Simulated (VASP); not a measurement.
# O2 in VASP: further runs

Runs on O2. Level: PBE. Tasks: single point, relaxation of the atoms.

All numbers are computed with VASP 6.6.1; they aren't measurements. Logs are shortened: lines on timing, memory, paths and dates and some standing lists are left out, and cuts for length are marked.

## 1. The cell of the first run

The cell holds a molecule in a box, 2 atoms: a = 12.000 Å, b = 12.300 Å, c = 12.600 Å, α = 90.00°, β = 90.00°, γ = 90.00°.

## 2. Single point, PBE, collinear spin, ferromagnetic start

Contents of INCAR:

```
  PREC = Accurate
  ENCUT = 520
  EDIFF = 1E-6
  ISMEAR = -1
  SIGMA = 0.01
  LREAL = F
  LASPH = T
  NELM = 150
  ALGO = Normal
  ISIF = 2
  LWAVE = F
  LCHARG = F
  ISPIN = 2
  MAGMOM = 1 1
  LORBIT = 11
  GGA = PE
  NBANDS = 17
```

Contents of KPOINTS:

```
regular mesh
0
Gamma
  1 1 1
```

Contents of POSCAR:

```
O
1.0
   12.0000000000      0.0000000000      0.0000000000
    0.0000000000     12.3000000000      0.0000000000
    0.0000000000      0.0000000000     12.6000000000
O
2
Direct
    0.5000000000      0.5000000000      0.4516600531
    0.5000000000      0.5000000000      0.5483399469
```

Potentials or basis: VASP PAW PBE potentials, release 64 (O).

Command:

```bash
> cat potpaw_PBE.64/O/POTCAR > POTCAR
> mpirun -np 1 vasp_gam > vasp.out
```

OUTCAR:

```text
PREC = Accurate
   ENCUT = 520
   EDIFF = 1E-6
   ISMEAR = -1
   LREAL = F
   LASPH = T
   NELM = 150
   ISIF = 2
   ISPIN = 2
   LORBIT = 11
   GGA = PE

 ion  position               nearest neighbor table
   1  0.500  0.500  0.452-   2 1.22
   2  0.500  0.500  0.548-   1 1.22

  LATTYP: Found a simple orthorhombic cell.
 ALAT       =    12.0000000000
 B/A-ratio  =     1.0250000000
 C/A-ratio  =     1.0500000000

  Lattice vectors:

 A1 = (  12.0000000000,   0.0000000000,   0.0000000000)
 A2 = (   0.0000000000,  12.3000000000,   0.0000000000)
 A3 = (   0.0000000000,   0.0000000000,  12.6000000000)

Analysis of symmetry for initial positions (statically):
=====================================================================
 Subroutine PRICEL returns:
 Original cell was already a primitive cell.

 Routine SETGRP: Setting up the symmetry group for a
 simple orthorhombic supercell.

 Subroutine GETGRP returns: Found  8 space group operations
 (whereof  8 operations were pure point group operations)
 out of a pool of  8 trial point group operations.

The static configuration has the point symmetry D_2h.

Analysis of symmetry for dynamics (positions and initial velocities):
=====================================================================
 Subroutine PRICEL returns:
 Original cell was already a primitive cell.

 Routine SETGRP: Setting up the symmetry group for a
 simple orthorhombic supercell.

 Subroutine GETGRP returns: Found  8 space group operations
 (whereof  8 operations were pure point group operations)
 out of a pool of  8 trial point group operations.

The dynamic configuration has the point symmetry D_2h.

Analysis of structural, dynamic, and magnetic symmetry:
=====================================================================
 Subroutine PRICEL returns:
 Original cell was already a primitive cell.

 Routine SETGRP: Setting up the symmetry group for a
 simple orthorhombic supercell.

 Subroutine GETGRP returns: Found  8 space group operations
 (whereof  8 operations were pure point group operations)
 out of a pool of  8 trial point group operations.

The overall configuration has the point symmetry D_2h.

 Subroutine INISYM returns: Found  8 space group operations
 (whereof  8 operations are pure point group operations),
 and found     1 'primitive' translations

----------------------------------------------------------------------------------------

                                     Primitive cell

  volume of cell :    1859.7600

  direct lattice vectors                    reciprocal lattice vectors
    12.000000000  0.000000000  0.000000000     0.083333333  0.000000000  0.000000000
     0.000000000 12.300000000  0.000000000     0.000000000  0.081300813  0.000000000
     0.000000000  0.000000000 12.600000000     0.000000000  0.000000000  0.079365079

  length of vectors
    12.000000000 12.300000000 12.600000000     0.083333333  0.081300813  0.079365079

  position of ions in fractional coordinates (direct lattice)
     0.500000000  0.500000000  0.451660053
     0.500000000  0.500000000  0.548339947

  ion indices of the primitive-cell ions
   primitive index   ion index
                 1           1
                 2           2

----------------------------------------------------------------------------------------

 KPOINTS: regular mesh

Automatic generation of k-mesh.
 Grid dimensions read from file:
 generate k-points for:    1    1    1

 Generating k-lattice:

  Cartesian coordinates                     Fractional coordinates (reciprocal lattice)
     0.083333333  0.000000000  0.000000000     1.000000000  0.000000000  0.000000000
     0.000000000  0.081300813  0.000000000     0.000000000  1.000000000  0.000000000
     0.000000000  0.000000000  0.079365079     0.000000000  0.000000000  1.000000000

  Length of vectors
     0.083333333  0.081300813  0.079365079

  Shift w.r.t. Gamma in fractional coordinates (k-lattice)
     0.000000000  0.000000000  0.000000000

 Subroutine IBZKPT returns following result:
 ===========================================

 Found      1 irreducible k-points:

 Following reciprocal coordinates:
            Coordinates               Weight
  0.000000  0.000000  0.000000      1.000000
   k-points           NKPTS =      1   k-points in BZ     NKDIM =      1   number of bands    NBANDS=     17
   number of dos      NEDOS =    301   number of ions     NIONS =      2
   total plane-waves  NPLWV = 829440
   dimension x,y,z NGX =    90 NGY =   96 NGZ =   96
   dimension x,y,z NGXF=   180 NGYF=  192 NGZF=  192
   ions per type =               2
   NGX,Y,Z   is equivalent  to a cutoff of  12.47, 12.98, 12.67 a.u.
   NGXF,Y,Z  is equivalent  to a cutoff of  24.94, 25.95, 25.33 a.u.
 SYSTEM =  unknown system
   PREC   = accura    normal or accurate (medium, high low for compatibility)
   ISTART =      0    job   : 0-new  1-cont  2-samecut
   ICHARG =      2    charge: 1-file 2-atom 10-const
   ISPIN  =      2    spin polarized calculation?
   LNONCOLLINEAR =      F non collinear calculations
   LSORBIT =      F    spin-orbit coupling
   LASPH  =      T    aspherical Exc in radial PAW
   ENCUT  =  520.0 eV  38.22 Ry    6.18 a.u.  22.31 22.87 23.43*2*pi/ulx,y,z
   NELM   =    150;   NELMIN=  2; NELMDL= -5     # of ELM steps
   EDIFF  = 0.1E-05   stopping-criterion for ELM
   LREAL  =      F    real-space projection
   EDIFFG = 0.1E-04   stopping-criterion for IOM
   NSW    =      0    number of steps for IOM
   IBRION =     -1    ionic relax: 0-MD 1-quasi-New 2-CG
   NFREE  =      0    steps in history (QN), initial steepest desc. (CG)
   ISIF   =      2    stress and relaxation
   ISYM   =      2    0-nonsym 1-usesym 2-fastsym
   POTIM  = 0.5000    time-step for ionic-motion
   TEBEG  =    0.0;   TEEND  =   0.0 temperature during run
   PSTRESS=    0.0 pullay stress
   NELECT =      12.0000    total number of electrons
   NUPDOWN=      -1.0000    fix difference up-down
   EMIN   =  10.00;   EMAX   =-10.00  energy-range for DOS
   EFERMI =   0.00;   METHOD = LEGACY
   ISMEAR =    -1;   SIGMA  =   0.01  broadening in eV -4-tet -1-fermi 0-gaus
   EFERMI_NEDOS =   21; number of points for ismear=-14 and -15
   IALGO  =     38    algorithm
   IMIX   =      4    mixing-type and parameters
     AMIX     =   0.40;   BMIX     =  1.00
     AMIX_MAG =   1.60;   BMIX_MAG =  1.00
  volume/ion in A,a.u.               =     929.88      6275.14
  Fermi-wavevector in a.u.,A,eV,Ry     =   0.304778  0.575946  1.263836  0.092889
  Thomas-Fermi vector in A             =   1.177187
   LORBIT       =     11    0 simple, 1 ext, 2 COOP (PROOUT), +10 PAW based schemes
   GGA     = PE    functional components
   LHFCALC =     F    Hartree Fock is set to
   AEXX    =    0.0000 exact exchange contribution
   IVDW    =     0    specifies the selected vdW correction
   LEPSILON=     F    determine dielectric tensor
   LRPA    =     F    only Hartree local field effects (RPA)
 spin polarized calculation
  energy-cutoff  :      520.00
  volume of cell :     1859.76
 maximum number of plane-waves:     25042
 NGX is ok and might be reduce to    90
   NGX = 45   NGY = 45   NGZ = 47

 number of electron      11.9999999 magnetization       1.9999999

 Free energy of the ion-electron system (eV)
  ---------------------------------------------------
  ext. energy  EPLUGINS =         0.00000000
  ---------------------------------------------------
  free energy    TOTEN  =        -9.87622276 eV

  energy without entropy =       -9.87622276  energy(sigma->0) =       -9.87622276

 E-fermi :  -6.5219     XC(G=0):  -0.3145

 val. band max:       -6.8413656388   @ k =   0.0000   0.0000   0.0000
 cond. band min:      -4.5338656217   @ k =   0.0000   0.0000   0.0000
 fundamental gap:      2.3075000172
 Fermi energy:        -6.5219360033

 spin component 1

 k-point     1 :       0.0000    0.0000    0.0000
  band No.  band energies     occupation
      1     -32.8045      1.00000
      2     -20.5068      1.00000
      3     -13.4096      1.00000
      4     -13.4026      1.00000
      5     -13.4026      1.00000
      6      -6.8414      1.00000
[... 9 lines left out ...]
     16       1.6580      0.00000
     17       1.6810      0.00000
 Fermi energy:        -6.5219360033

 spin component 2

 k-point     1 :       0.0000    0.0000    0.0000
  band No.  band energies     occupation
      1     -31.6012      1.00000
      2     -18.7118      1.00000
      3     -12.5045      1.00000
      4     -11.5396      1.00000
      5     -11.5395      1.00000
      6      -4.5339      0.00000
[... 9 lines left out ...]
     16       1.7174      0.00000
     17       1.7418      0.00000

------------------------ aborting loop because EDIFF is reached ----------------------------------------

  FORCE on cell =-STRESS in cart. coord.  units (eV):
  Direction    XX          YY          ZZ          XY          YZ          ZX
  --------------------------------------------------------------------------------------
  -------------------------------------------------------------------------------------
  Total       -0.0689064     -0.0686100      1.3202216     -0.0000000      0.0000000      0.0000000
  in kB       -0.0593626     -0.0591073      1.1373667     -0.0000000      0.0000000      0.0000000
  external PRESSURE =       0.3396323 kB  Pullay stress =       0.0000000 kB

 VOLUME and BASIS-vectors are now :
 -----------------------------------------------------------------------------
  energy-cutoff  :      520.00
  volume of cell :     1859.76
      direct lattice vectors                 reciprocal lattice vectors
    12.000000000  0.000000000  0.000000000     0.083333333  0.000000000  0.000000000
     0.000000000 12.300000000  0.000000000     0.000000000  0.081300813  0.000000000
     0.000000000  0.000000000 12.600000000     0.000000000  0.000000000  0.079365079

 POSITION                                       TOTAL-FORCE (eV/Angst)
 -----------------------------------------------------------------------------------
      6.00000      6.15000      5.69092         0.000000      0.000000     -1.145534
      6.00000      6.15000      6.90908         0.000000      0.000000      1.145534
 -----------------------------------------------------------------------------------
    total drift:                                0.000000      0.000000      0.000000

  FREE ENERGIE OF THE ION-ELECTRON SYSTEM (eV)
  ---------------------------------------------------
  free  energy   TOTEN  =        -9.8762227638 eV

  energy  without entropy=       -9.8762227638  energy(sigma->0) =       -9.87622276

 total charge

# of ion       s       p       d       tot
------------------------------------------
    1        1.612   3.298   0.000   4.910
    2        1.612   3.298   0.000   4.910
--------------------------------------------------
tot          3.223   6.596   0.000   9.820

 magnetization (x)

# of ion       s       p       d       tot
------------------------------------------
    1        0.010   0.798   0.000   0.809
    2        0.010   0.798   0.000   0.809
--------------------------------------------------
tot          0.020   1.597   0.000   1.617
```

Wall time 4.6 min (1 thread of Intel Xeon Platinum 8488C (Sapphire Rapids), shared host); peak memory 1.8 GiB.

What came out:

```yaml
Free_energy: -9.8762 eV
Largest_force: 1.146 eV/Å
Gap_between_the_frontier_levels: 2.31 eV
Net_moment: 2.00 μB per cell
Site_moments: O +0.81 μB
Valence_electrons_inside_the_program's_atomic_spheres: O 4.91
```

Forces in eV/Å, atoms in the order of the input:
```
O    0.000  0.000 -1.146
O    0.000  0.000  1.146
```

Caveat: the standard files for N, O and F lose accuracy on very short bonds.

## 3. Single point, PBE, collinear spin, ferromagnetic start

Contents of INCAR:

```
SYSTEM = O
ALGO     = Normal         ! electronic algorithm
EDIFF    = 1E-7           ! SCF threshold, eV
ENCUT    = 520            ! plane-wave cutoff, eV
GGA      = PE             ! functional
ISIF     = 2              ! what is computed and relaxed
ISMEAR   = -1             ! smearing method
ISPIN    = 2              ! spin polarisation
LASPH    = .True.         ! aspherical terms in the spheres
LCHARG   = .False.        ! write CHGCAR
LORBIT   = 11             ! projections on sites
LREAL    = .False.        ! projectors in reciprocal space
LWAVE    = .False.        ! write WAVECAR
MAGMOM   = 0.557 0.557    ! initial moments
NBANDS   = 17             ! bands
NELM     = 150            ! most SCF steps
PREC     = Accurate       ! precision mode
SIGMA    = 0.01           ! smearing width, eV
```

Contents of KPOINTS:

```
k-points
0
Gamma
  1 1 1
  0 0 0
```

POSCAR is that of step 2.

Potentials or basis: VASP PAW PBE potentials, release 64 (O).

Command:

```bash
> cat potpaw_PBE.64/O/POTCAR > POTCAR
> mpirun -np 1 vasp_gam > vasp.out
```

Wall time 4.7 min (1 thread of Intel Xeon Platinum 8488C (Sapphire Rapids), shared host); peak memory 1.8 GiB.

It converged, with:

```yaml
Free_energy: -9.8762 eV
Largest_force: 1.146 eV/Å
Gap_between_the_frontier_levels: 2.31 eV
Net_moment: 2.00 μB per cell
Site_moments: O +0.81 μB
Valence_electrons_inside_the_program's_atomic_spheres: O 4.91
```

Forces in eV/Å, atoms in the order of the input:
```
O    0.000  0.000 -1.146
O    0.000  0.000  1.146
```

Levels at points of the mesh, in eV from the valence-band top:
Spin up:
```csv
k point,band 5,band 6,band 7,band 8,band 9,band 10
"(0.00, 0.00, 0.00)",-6.56,0.00,0.00,6.59,7.39,7.47
```
Spin down:
```
           k point  band 2  band 3  band 4  band 5  band 6  band 7  band 8  band 9
(0.00, 0.00, 0.00)  -11.87   -5.66   -4.70   -4.70    2.31    2.31    6.69    7.56
```

Caveat: the standard files for N, O and F lose accuracy on very short bonds.

## 4. Single point, PBE, non-collinear spin, typed start, spin-orbit coupling

Contents of INCAR:

```
SYSTEM = O
ALGO     = Normal         ! electronic algorithm
EDIFF    = 1E-6           ! SCF threshold, eV
ENCUT    = 520            ! plane-wave cutoff, eV
GGA      = PE             ! functional
GGA_COMPAT= .False.      
ISIF     = 2              ! what is computed and relaxed
ISMEAR   = -1             ! smearing method
LASPH    = .True.         ! aspherical terms in the spheres
LCHARG   = .False.        ! write CHGCAR
LNONCOLLINEAR= .True.         ! non-collinear magnetism
LORBIT   = 11             ! projections on sites
LORBMOM  = .True.       
LREAL    = .False.        ! projectors in reciprocal space
LSORBIT  = .True.         ! spin-orbit coupling
LWAVE    = .False.        ! write WAVECAR
MAGMOM   = 0 0 0.557 0 0 0.557 ! initial moments
NBANDS   = 24             ! bands
NELM     = 150            ! most SCF steps
PREC     = Accurate       ! precision mode
SIGMA    = 0.01           ! smearing width, eV
```

KPOINTS is that of step 3.

POSCAR is that of step 3.

Command:

```bash
> cat potpaw_PBE.64/O/POTCAR > POTCAR
> mpirun -np 1 vasp_ncl > vasp.out
```

It took 26 min on 1 thread of Intel Xeon Platinum 8488C (Sapphire Rapids), shared host; peak memory 4.4 GiB.

It converged, with:

* Free energy: -9.8767 eV
* Largest force: 1.146 eV/Å
* Net moment: 2.00 μB per cell
* Valence electrons inside the program's atomic spheres: O 4.91

Forces in eV/Å, atoms in the order of the input:
```
O    0.000  0.000 -1.146
O    0.000  0.000  1.146
```

Moments on the atoms (μB; x, y, z):
```
O   0.00 0.00 0.81
O   0.00 0.00 0.81
```

Caveat: the standard files for N, O and F lose accuracy on very short bonds.

(Continued in part 2 of 2.)
